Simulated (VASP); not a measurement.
# LiH (P-6m2) in VASP: a series of runs

Runs on LiH. Level: PBE. Tasks: single point.

Program: VASP 6.6.1. These are calculated values, not measurements. Logs are shortened: lines on timing, memory, paths and dates and some standing lists are left out, and cuts for length are marked.

### Step 1. The cell of the first run

Symmetry: P-6m2, No. 187, hexagonal system. Conventional cell: a = 2.637 Å, b = 2.637 Å, c = 2.554 Å, α = 90.00°, β = 90.00°, γ = 120.00°. Li (site symmetry -6m2) has 6 H at 1.99 Å and 8 Li at 2.55 to 2.64 Å within 2.7 Å. H (site symmetry -6m2) has 6 Li at 1.99 Å and 8 H at 2.55 to 2.64 Å within 2.7 Å.

The cell was built from a structure type or drawn by symmetry, and may not be a known phase.

### Step 2. Single point, PBE

INCAR reads:

```
SYSTEM = LiH
  ALGO = Normal
  EDIFF = 1E-6
  ENCUT = 520
  GGA = PE
  ISIF = 2
  ISMEAR = 0
  LASPH = .TRUE.
  LCHARG = .FALSE.
  LREAL = .FALSE.
  LWAVE = .FALSE.
  NBANDS = 9
  NELM = 100
  PREC = Accurate
  SIGMA = 0.1
```

KPOINTS reads:

```
k-points
0
G
  6 6 6
  0 0 0
```

POSCAR reads:

```
LiH
1.0
    2.6370344000      0.0000000000      0.0000000000
   -1.3185172000      2.2837387800      0.0000000000
    0.0000000000      0.0000000000      2.5538555200
Li H
1 1
Direct
    0.6666666700      0.3333333300      0.0000000000
    0.0000000000      0.0000000000      0.5000000000
```

Potentials or basis: VASP PAW PBE potentials, release 64 (Li_sv, H).

Run with:

```
cat potpaw_PBE.64/Li_sv/POTCAR potpaw_PBE.64/H/POTCAR > POTCAR
mpirun -np 1 vasp_std > vasp.out
```

OUTCAR:

```text
SYSTEM = LiH
   EDIFF = 1E-6
   ENCUT = 520
   GGA = PE
   ISIF = 2
   ISMEAR = 0
   LASPH = .TRUE.
   LREAL = .FALSE.
   NELM = 100
   PREC = Accurate

 ion  position               nearest neighbor table
   1  0.667  0.333  0.000-
   2  0.000  0.000  0.500-

  LATTYP: Found a hexagonal cell.
 ALAT       =     2.6370344000
 C/A-ratio  =     0.9684574156

  Lattice vectors:

 A1 = (   2.6370344000,   0.0000000000,   0.0000000000)
 A2 = (  -1.3185172000,   2.2837387800,   0.0000000000)
 A3 = (   0.0000000000,   0.0000000000,   2.5538555200)

Analysis of symmetry for initial positions (statically):
=====================================================================
 Subroutine PRICEL returns:
 Original cell was already a primitive cell.

 Routine SETGRP: Setting up the symmetry group for a
 hexagonal supercell.

 Subroutine GETGRP returns: Found 12 space group operations
 (whereof 12 operations were pure point group operations)
 out of a pool of 24 trial point group operations.

The static configuration has the point symmetry D_3h.

Analysis of symmetry for dynamics (positions and initial velocities):
=====================================================================
 Subroutine PRICEL returns:
 Original cell was already a primitive cell.

 Routine SETGRP: Setting up the symmetry group for a
 hexagonal supercell.

 Subroutine GETGRP returns: Found 12 space group operations
 (whereof 12 operations were pure point group operations)
 out of a pool of 24 trial point group operations.

The dynamic configuration has the point symmetry D_3h.

 Subroutine INISYM returns: Found 12 space group operations
 (whereof 12 operations are pure point group operations),
 and found     1 'primitive' translations

----------------------------------------------------------------------------------------

                                     Primitive cell

  volume of cell :      15.3801

  direct lattice vectors                    reciprocal lattice vectors
     2.637034400  0.000000000  0.000000000     0.379213862  0.218939226  0.000000000
    -1.318517200  2.283738780  0.000000000     0.000000000  0.437878451  0.000000000
     0.000000000  0.000000000  2.553855520     0.000000000  0.000000000  0.391564829

  length of vectors
     2.637034400  2.637034399  2.553855520     0.437878451  0.437878451  0.391564829

  position of ions in fractional coordinates (direct lattice)
     0.666666670  0.333333330  0.000000000
     0.000000000  0.000000000  0.500000000

  ion indices of the primitive-cell ions
   primitive index   ion index
                 1           1
                 2           2

----------------------------------------------------------------------------------------

 KPOINTS: k-points

Automatic generation of k-mesh.
 Grid dimensions read from file:
 generate k-points for:    6    6    6

 Generating k-lattice:

  Cartesian coordinates                     Fractional coordinates (reciprocal lattice)
     0.063202310  0.036489871  0.000000000     0.166666667  0.000000000  0.000000000
     0.000000000  0.072979742  0.000000000     0.000000000  0.166666667  0.000000000
     0.000000000  0.000000000  0.065260805     0.000000000  0.000000000  0.166666667

  Length of vectors
     0.072979742  0.072979742  0.065260805

  Shift w.r.t. Gamma in fractional coordinates (k-lattice)
     0.000000000  0.000000000  0.000000000

 Subroutine IBZKPT returns following result:
 ===========================================

 Found     28 irreducible k-points:

 Following reciprocal coordinates:
            Coordinates               Weight
  0.000000  0.000000  0.000000      1.000000
  0.166667 -0.000000  0.000000      6.000000
  0.333333  0.000000  0.000000      6.000000
  0.500000 -0.000000  0.000000      3.000000
  0.166667  0.166667  0.000000      6.000000
  0.333333  0.166667  0.000000     12.000000
[... 16 lines left out ...]
  0.166667 -0.000000  0.500000      6.000000
  0.333333  0.000000  0.500000      6.000000
 [... further k-points ...]
   k-points           NKPTS =     28   k-points in BZ     NKDIM =     28   number of bands    NBANDS=      9
   number of dos      NEDOS =    301   number of ions     NIONS =      2
   total plane-waves  NPLWV =   8000
   dimension x,y,z NGX =    20 NGY =   20 NGZ =   20
   dimension x,y,z NGXF=    40 NGYF=   40 NGZF=   40
   ions per type =               1   1
   NGX,Y,Z   is equivalent  to a cutoff of  12.61, 12.61, 13.02 a.u.
   NGXF,Y,Z  is equivalent  to a cutoff of  25.22, 25.22, 26.04 a.u.
 SYSTEM =  LiH
   PREC   = accura    normal or accurate (medium, high low for compatibility)
   ISTART =      0    job   : 0-new  1-cont  2-samecut
   ICHARG =      2    charge: 1-file 2-atom 10-const
   ISPIN  =      1    spin polarized calculation?
   LNONCOLLINEAR =      F non collinear calculations
   LSORBIT =      F    spin-orbit coupling
   LASPH  =      T    aspherical Exc in radial PAW
   ENCUT  =  520.0 eV  38.22 Ry    6.18 a.u.   4.90  4.90  4.75*2*pi/ulx,y,z
   NELM   =    100;   NELMIN=  2; NELMDL= -5     # of ELM steps
   EDIFF  = 0.1E-05   stopping-criterion for ELM
   LREAL  =      F    real-space projection
   EDIFFG = 0.1E-04   stopping-criterion for IOM
   NSW    =      0    number of steps for IOM
   IBRION =     -1    ionic relax: 0-MD 1-quasi-New 2-CG
   NFREE  =      0    steps in history (QN), initial steepest desc. (CG)
   ISIF   =      2    stress and relaxation
   ISYM   =      2    0-nonsym 1-usesym 2-fastsym
   POTIM  = 0.5000    time-step for ionic-motion
   TEBEG  =    0.0;   TEEND  =   0.0 temperature during run
   PSTRESS=    0.0 pullay stress
   NELECT =       4.0000    total number of electrons
   NUPDOWN=      -1.0000    fix difference up-down
   EMIN   =  10.00;   EMAX   =-10.00  energy-range for DOS
   EFERMI =   0.00;   METHOD = LEGACY
   ISMEAR =     0;   SIGMA  =   0.10  broadening in eV -4-tet -1-fermi 0-gaus
   EFERMI_NEDOS =   21; number of points for ismear=-14 and -15
   IALGO  =     38    algorithm
   IMIX   =      4    mixing-type and parameters
     AMIX     =   0.40;   BMIX     =  1.00
     AMIX_MAG =   1.60;   BMIX_MAG =  1.00
  volume/ion in A,a.u.               =       7.69        51.89
  Fermi-wavevector in a.u.,A,eV,Ry     =   1.044982  1.974729 14.857379  1.091987
  Thomas-Fermi vector in A             =   2.179758
   LORBIT       =      0    0 simple, 1 ext, 2 COOP (PROOUT), +10 PAW based schemes
   GGA     = PE    functional components
   LHFCALC =     F    Hartree Fock is set to
   AEXX    =    0.0000 exact exchange contribution
   IVDW    =     0    specifies the selected vdW correction
   LEPSILON=     F    determine dielectric tensor
   LRPA    =     F    only Hartree local field effects (RPA)
 non-spin polarized calculation
 Gauss-broadening in eV      SIGMA  =   0.10
  energy-cutoff  :      520.00
  volume of cell :       15.38
 maximum number of plane-waves:       430
 NGX is ok and might be reduce to    20
   NGX =  9   NGY =  9   NGZ =  9

 number of electron       4.0000003 magnetization

 Free energy of the ion-electron system (eV)
  ---------------------------------------------------
  ext. energy  EPLUGINS =         0.00000000
  ---------------------------------------------------
  free energy    TOTEN  =        -5.86689107 eV

  energy without entropy =       -5.86689107  energy(sigma->0) =       -5.86689107

 E-fermi :   2.4822     XC(G=0):  -8.6404

 val. band max:        1.9305948065   @ k =   0.3333   0.3333   0.5000
 cond. band min:       3.9062416286   @ k =   0.3333   0.3333   0.0000
 fundamental gap:      1.9756468222
 Fermi energy:         2.4822377680

 k-point     1 :       0.0000    0.0000    0.0000
  band No.  band energies     occupation
      1     -44.1564      2.00000
      2      -5.2468      2.00000
      3      14.6168      0.00000
      4      15.1522      0.00000
      5      18.7091      0.00000
      6      18.7091      0.00000
      7      20.0232      0.00000
      8      22.6149      0.00000
      9      22.6149      0.00000

 k-point     2 :       0.1667   -0.0000    0.0000
  band No.  band energies     occupation
      1     -44.1403      2.00000
      2      -4.7344      2.00000
      3      12.1927      0.00000
      4      15.3680      0.00000
      5      15.8598      0.00000
      6      16.3302      0.00000
      7      20.8367      0.00000
      8      26.4708      0.00000
      9      26.8683      0.00000

 k-point     3 :       0.3333    0.0000    0.0000
  band No.  band energies     occupation
      1     -44.1079      2.00000
      2      -3.3315      2.00000
      3       6.9281      0.00000
      4      14.1290      0.00000
      5      15.5078      0.00000
      6      17.5445      0.00000
      7      20.7962      0.00000
      8      27.5456      0.00000
      9      28.5069      0.00000

 k-point     4 :       0.5000   -0.0000    0.0000
  band No.  band energies     occupation
      1     -44.0917      2.00000
      2      -2.1773      2.00000
      3       4.3957      0.00000
      4      13.3703      0.00000
      5      15.6103      0.00000
      6      19.8844      0.00000
      7      20.4190      0.00000
      8      23.7703      0.00000
      9      28.1070      0.00000

 k-point     5 :       0.1667    0.1667    0.0000
  band No.  band energies     occupation
      1     -44.1160      2.00000
      2      -3.7546      2.00000
      3       8.6738      0.00000
      4      12.0312      0.00000
      5      16.8400      0.00000
      6      17.6589      0.00000
      7      22.6066      0.00000
      8      25.6726      0.00000
      9      29.9450      0.00000

 k-point     6 :       0.3333    0.1667    0.0000
  band No.  band energies     occupation
      1     -44.0917      2.00000
      2      -2.2011      2.00000
      3       4.9658      0.00000
      4      10.4855      0.00000
      5      17.8127      0.00000
      6      19.4789      0.00000
      7      23.1892      0.00000
      8      25.4141      0.00000
      9      27.2208      0.00000
[... 169 lines left out ...]
 k-point    21 :       0.3333    0.3333    0.3333
  band No.  band energies     occupation
      1     -44.0545      2.00000
      2       0.6869      2.00000
      3       6.3910      0.00000
      4       7.9778      0.00000
      5       9.9516      0.00000
      6      14.2997      0.00000
      7      19.4939      0.00000
      8      30.2161      0.00000
      9      32.2935      0.00000

 k-point    22 :       0.0000    0.0000    0.5000
  band No.  band energies     occupation
      1     -44.1098      2.00000
      2      -3.4234      2.00000
      3       4.2178      0.00000
      4      17.9099      0.00000
      5      22.0795      0.00000
      6      22.0796      0.00000
      7      26.9449      0.00000
      8      26.9449      0.00000
      9      28.4495      0.00000

 k-point    23 :       0.1667   -0.0000    0.5000
  band No.  band energies     occupation
      1     -44.0953      2.00000
      2      -2.7210      2.00000
      3       4.4540      0.00000
      4      14.8761      0.00000
      5      19.2508      0.00000
      6      20.2938      0.00000
      7      22.3286      0.00000
      8      24.0038      0.00000
      9      25.8108      0.00000

 k-point    24 :       0.3333    0.0000    0.5000
  band No.  band energies     occupation
      1     -44.0663      2.00000
      2      -0.7558      2.00000
      3       5.1560      0.00000
      4       9.6717      0.00000
      5      14.6836      0.00000
      6      18.3021      0.00000
      7      19.2012      0.00000
      8      21.6706      0.00000
      9      27.1879      0.00000

 [... further k-points ...]

------------------------ aborting loop because EDIFF is reached ----------------------------------------

  FORCE on cell =-STRESS in cart. coord.  units (eV):
  Direction    XX          YY          ZZ          XY          YZ          ZX
  --------------------------------------------------------------------------------------
  -------------------------------------------------------------------------------------
  Total        0.5653268      0.5653268     -0.3720131     -0.0000000      0.0000000      0.0000000
  in kB       58.8913595     58.8913595    -38.7534390     -0.0000000      0.0000000      0.0000000
  external PRESSURE =      26.3430933 kB  Pullay stress =       0.0000000 kB

 VOLUME and BASIS-vectors are now :
 -----------------------------------------------------------------------------
  energy-cutoff  :      520.00
  volume of cell :       15.38
      direct lattice vectors                 reciprocal lattice vectors
     2.637034400  0.000000000  0.000000000     0.379213862  0.218939226  0.000000000
    -1.318517200  2.283738780  0.000000000     0.000000000  0.437878451  0.000000000
     0.000000000  0.000000000  2.553855520     0.000000000  0.000000000  0.391564829

 POSITION                                       TOTAL-FORCE (eV/Angst)
 -----------------------------------------------------------------------------------
      1.31852      0.76125      0.00000         0.000000      0.000000      0.000000
      0.00000      0.00000      1.27693        -0.000000      0.000000      0.000000
 -----------------------------------------------------------------------------------
    total drift:                               -0.000008      0.000005     -0.000000

  FREE ENERGIE OF THE ION-ELECTRON SYSTEM (eV)
  ---------------------------------------------------
  free  energy   TOTEN  =        -5.8668910680 eV

  energy  without entropy=       -5.8668910680  energy(sigma->0) =       -5.86689107
```

It took 2.5 s on 1 thread of Intel Xeon Platinum 8488C (Sapphire Rapids), shared host; peak memory 0.12 GiB.

Results:

| Item | Value |
| --- | --- |
| Free energy | -5.8669 eV |
| Band gap on the k mesh | 1.98 eV (least direct gap 4.68 eV) |

Levels at points of the mesh, in eV from the valence-band top:
| k point | band 1 | band 2 | band 3 | band 4 | band 5 |
| --- | --- | --- | --- | --- | --- |
| (0.00, 0.00, 0.00) | -46.09 | -7.18 | 12.69 | 13.22 | 16.78 |
| (0.50, 0.00, 0.00) | -46.02 | -4.11 | 2.47 | 11.44 | 13.68 |
| (0.00, 0.00, 0.50) | -46.04 | -5.35 | 2.29 | 15.98 | 20.15 |
| (0.50, 0.00, 0.50) | -45.98 | -0.88 | 3.80 | 4.67 | 10.74 |

Caveat: the k points lie up to 0.46 Å⁻¹ apart; the cutoff is under 1.25 times the usual one of these potentials, so pressure, stress and relaxed cells hold a basis-set (Pulay) error. A k mesh can miss the band edges.

### Step 3. Single point, PBE

This run uses another cell than the first one, of 8.34 Å³/atom.

INCAR reads:

```
  ALGO = Normal
  EDIFF = 1E-6
  ENCUT = 520
  GGA = PE
  ISIF = 2
  ISMEAR = 0
  LASPH = True
  LCHARG = False
  LREAL = False
  LWAVE = False
  NBANDS = 9
  NELM = 100
  PREC = Accurate
  SIGMA = 0.02
```

KPOINTS reads:

```
k-points
0
Gamma
  12 12 10
```

POSCAR reads:

```
LiH
1.0
    2.7560389747      0.0000000000      0.0000000000
   -1.3780194873      2.3867997659      0.0000000000
    0.0000000000      0.0000000000      2.5344731057
Li H
1 1
Direct
    0.6666666667      0.3333333333      0.0000000000
    0.0000000000      0.0000000000      0.5000000000
```

Potentials or basis: VASP PAW PBE potentials, release 64 (Li_sv, H).

Run with:

```
cat potpaw_PBE.64/Li_sv/POTCAR potpaw_PBE.64/H/POTCAR > POTCAR
mpirun -np 1 vasp_std > vasp.out
```

Wall time 9.2 s (1 thread of Intel Xeon Platinum 8488C (Sapphire Rapids), shared host); peak memory 0.13 GiB.

The run converged. Its results:

| Quantity | Value |
| --- | --- |
| Free energy | -5.8950 eV |
| Band gap on the k mesh | 1.87 eV (least direct gap 4.85 eV) |

Levels at points of the mesh, in eV from the valence-band top:
```csv
k point,band 1,band 2,band 3,band 4,band 5,band 6,band 7
"(0.00, 0.00, 0.00)",-46.05,-6.80,12.70,13.56,15.22,15.22,17.50
"(0.50, 0.00, 0.00)",-46.01,-4.03,2.25,10.40,12.78,18.16,18.49
"(0.00, 0.00, 0.50)",-46.01,-4.73,2.55,14.54,18.84,18.84,23.30
"(0.50, 0.00, 0.50)",-45.97,-0.77,4.08,4.59,10.37,14.83,15.27
```

Caveat: the cutoff is under 1.25 times the usual one of these potentials, so pressure, stress and relaxed cells hold a basis-set (Pulay) error. A k mesh can miss the band edges.

### Step 4. Single point, PBE

This run uses another cell than the first one, of 8.34 Å³/atom.

INCAR reads:

```
SYSTEM = LiH
PREC = Accurate
ENCUT = 520
EDIFF = 1E-6
ISMEAR = 0
SIGMA = 0.02
LREAL = .False.
LASPH = .True.
NELM = 100
ALGO = Normal
ISIF = 2
LWAVE = .False.
LCHARG = .False.
GGA = PE
NBANDS = 9
```

KPOINTS reads:

```
Automatic mesh
0
Gamma
  12 12 10
  0 0 0
```

POSCAR is that of step 3.

Run with:

```
cat potpaw_PBE.64/Li_sv/POTCAR potpaw_PBE.64/H/POTCAR > POTCAR
mpirun -np 1 vasp_std > vasp.out
```

Wall time 11 s (1 thread of Intel Xeon Platinum 8488C (Sapphire Rapids), shared host); peak memory 0.13 GiB.

Results (log left out):

* Free energy: -5.8950 eV
* Band gap on the k mesh: 1.87 eV (least direct gap 4.85 eV)

Levels at points of the mesh, in eV from the valence-band top:
| k point | band 1 | band 2 | band 3 | band 4 | band 5 | band 6 |
| --- | --- | --- | --- | --- | --- | --- |
| (0.00, 0.00, 0.00) | -46.05 | -6.80 | 12.70 | 13.56 | 15.22 | 15.22 |
| (0.50, 0.00, 0.00) | -46.01 | -4.03 | 2.25 | 10.40 | 12.78 | 18.16 |
| (0.00, 0.00, 0.50) | -46.01 | -4.73 | 2.55 | 14.54 | 18.84 | 18.84 |
| (0.50, 0.00, 0.50) | -45.97 | -0.77 | 4.08 | 4.59 | 10.37 | 14.83 |

Caveat: the cutoff is under 1.25 times the usual one of these potentials, so pressure, stress and relaxed cells hold a basis-set (Pulay) error. A k mesh can miss the band edges.
